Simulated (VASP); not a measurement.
Wanted: the native input for a VASP 6.6.1 run.

```
Task                   : single point
Functional             : PBE
Potentials or basis    : VASP PAW PBE potentials, release 64 (Ga_d, N)
Cutoff                 : 520 eV
k mesh                 : 10 × 10 × 10
Occupations            : gaussian, width 0.05 eV
Spin                   : no spin polarisation
Dipole correction      : no
Further INCAR settings : ALGO = Normal; EDIFF = 1e-06; NBANDS = 16
```

The structure of GaN lies in POSCAR:

```
GaN
1.0
    0.0000000000      2.2535006075      2.3549081348
    2.2535006075      0.0000000000      2.3549081348
    2.2535006075      2.2535006075      0.0000000000
Ga N
1 1
Direct
    0.0000000000      0.0000000000      0.0000000000
    0.7500000000      0.7500000000      0.7500000000
```

This cell differs from its parent crystal: strain +0.0450 x Voigt [0, 0, 1, 0, 0, 0].

The input as run:

INCAR

```
SYSTEM = GaN
PREC = Accurate
ENCUT = 520
EDIFF = 1E-6
ISMEAR = 0
SIGMA = 0.05
LREAL = .False.
LASPH = .True.
NELM = 80
ALGO = Normal
ISIF = 2
LWAVE = .False.
LCHARG = .False.
GGA = PE
NBANDS = 16
```

KPOINTS

```
Automatic mesh
0
Gamma
  10 10 10
  0 0 0
```

Potentials or basis: VASP PAW PBE potentials, release 64 (Ga_d, N).

Command:

```console
$ cat potpaw_PBE.64/Ga_d/POTCAR potpaw_PBE.64/N/POTCAR > POTCAR
$ mpirun -np 1 vasp_std > vasp.out
```

Results of the run:

The pressure is -2.7 GPa and the band gap on the k mesh is 1.36 eV, direct.

Caveat: the cell differs from its parent crystal (strain +0.0450 x Voigt [0, 0, 1, 0, 0, 0]).

Wall time 55 s on 1 thread of Intel Xeon 8259CL, on a shared host, peak memory 0.16 GiB.
